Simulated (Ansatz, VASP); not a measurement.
# AgCl: VASP beside Ansatz

```xyz
4
Lattice="1.8709 -5.5566 0.0000 1.8709 5.5566 0.0000 0.0000 0.0000 3.8456" Properties=species:S:1:pos:R:3 pbc="T T T"
Ag    1.8709    1.1496    2.8842
Ag    1.8709   -1.1496    0.9614
Cl    1.8709   -4.0613    0.9614
Cl    1.8709    4.0613    2.8842
```

Change from the starting cell: zz strain of -2 %, crystal datasets.

Alike in both runs: task electric field gradients; functional PBE; k mesh 9 × 9 × 8; occupations fermi-dirac, width 0.03 eV; no spin polarisation.

|  | VASP | Ansatz |
| --- | --- | --- |
| version | VASP 6.6.1 | Ansatz 0.2.0 |
| potentials or method | VASP PAW PBE potentials, release 64 (Ag, Cl), cutoff 520 eV | all-electron PAW with datasets made for the crystal, scalar-relativistic |

|  | VASP | Ansatz | Ansatz less VASP |
| --- | --- | --- | --- |
| pressure (GPa) | 2.9 | 3.0 | +0.16 |
| traceless stress, the component that is largest in VASP (GPa) | -0.31 | -0.36 | -0.052 |
| rms of the force components (eV/Å) | 0.013 | 0.015 | +0.0020 |
| size of Vzz on the site where it differs most (V/Å²) | 57.9 | 55.2 | -2.74 |

Atom by atom the forces differ by 0.002 eV/Å (rms over components). Ansatz ran all-electron here, and VASP with PAW potentials.
